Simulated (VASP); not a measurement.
Runs of VASP 6.6.1 on Hf. The structure is that of space group Im-3m (No. 229), or close to it. The cells are those of the table. 

| task | spin | cell | k mesh | cutoff (eV) | gap on the mesh (eV) | pressure (GPa) |
| --- | --- | --- | --- | --- | --- | --- |
| single point | off | a = 3.031 Å, angles 109.5°, 1 atom | 14 × 14 × 14 | 520 | none | 4.1 |
| single point | off | a = 2.944 Å, angles 109.5°, 1 atom | 14 × 14 × 14 | 520 | none | 15.4 |
| single point | off | a = 3.073 Å, angles 109.5°, 1 atom | 6 × 6 × 6 | 520 | none | (c) |
| single point | off | a = 2.988 Å, angles 109.5°, 1 atom | 14 × 14 × 14 | 520 | none | 9.3 |
| relaxation of cell and atoms | off | relaxed from a = 3.075 Å, angles 109.5°, 1 atom | 12 × 12 × 12 | 500 | none | 0.0 |
| single point | off | a = 3.073 Å, angles 109.5°, 1 atom | 12 × 12 × 12 | 500 | none | (b) |
| single point | off | a = 3.152 Å, angles 109.5°, 1 atom | 14 × 14 × 14 | 520 | none | (a) |
| single point | off | a = 3.113 Å, angles 109.5°, 1 atom | 14 × 14 × 14 | 520 | none | -3.9 |
| single point | off | a = 3.191 Å, angles 109.5°, 1 atom | 14 × 14 × 14 | 520 | none | -9.6 |
| single point | non-collinear, zero start, SOC | a = 3.073 Å, angles 109.5°, 1 atom | 12 × 12 × 12 | 500 | - | -0.8 |
| single point | off | a = 3.073 Å, angles 109.5°, 1 atom | 20 × 20 × 20 | 520 | none | -0.2 |
| single point | off | a = 3.073 Å, angles 109.5°, 1 atom | 14 × 14 × 14 | 520 | none | -0.2 |

Alike in all rows: level PBE; potentials or basis VASP PAW PBE potentials, release 64 (Hf_pv); smearing fermi-dirac 0.1 eV.

Problem. Estimate the missing entries.

Solution. (a) -7.0; (b) -0.3; (c) 0.1.

Caveats: some runs use coarse meshes; spin-orbit coupling is left out, which moves the levels of the heavy elements (some runs).

A k mesh can miss the band edges, and rows without SOC leave out spin-orbit coupling on Hf.

A gap of «none» marks levels without a gap at the run's occupations.
